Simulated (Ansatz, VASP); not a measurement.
## Two plane-wave programs on TiPdSe4

```
CELL_PARAMETERS angstrom
5.97650 0.00000 0.00000
-2.98825 5.17580 0.00000
0.00000 0.00000 4.64285
ATOMIC_POSITIONS crystal
Ti 0.66667 0.33333 0.00000
Pd 0.00000 0.00000 0.00000
Se 0.33333 0.66667 0.00000
Se 0.66436 0.83218 0.50000
Se 0.16782 0.83218 0.50000
Se 0.16782 0.33564 0.50000
```

Change from the starting cell: species swapped into the HoAlCu4 type (P-6m2, No. 187).

Alike in both runs: task relaxation of cell and atoms; functional PBE; k mesh 3 × 3 × 3; occupations gaussian, width 0.15 eV; collinear spin.

```csv
,VASP,Ansatz
version,VASP 6.6.1,Ansatz 0.2.0
potentials or method,"VASP PAW PBE potentials, release 64 (Ti_sv, Pd, Se), cutoff 600 eV","scalar-relativistic, plane waves, PAW"
valence electrons in the cell,46,94
```

VASP gave:

* gap on the k mesh at the Fermi level, each at its own relaxed structure (eV): none
* net moment per atom (μB): 0.00
* size of the moment on the site where the two differ most (μB): 0.00
* relaxed volume (Å³/atom): 23.27
* relaxed length of the cell vector where the two differ most in proportion (Å): 6.670

Task: What did Ansatz give for the same quantities?

Result: gap on the k mesh at the Fermi level, each at its own relaxed structure (eV): none; net moment per atom (μB): 0.39; size of the moment on the site where the two differ most (μB): 2.22; relaxed volume (Å³/atom): 23.44; relaxed length of the cell vector where the two differ most in proportion (Å): 6.694.

The net moments are unlike, so the other rows may belong to different states. Site moments also hang on the region over which each program counts them. A gap of «none» marks a metal or a gap that the smearing closes. VASP's potentials hold 46 valence electrons a cell and Ansatz's 94, so a difference there can come from the potentials and not from the codes.

The k mesh is coarse, so the values compare programs but aren't converged.
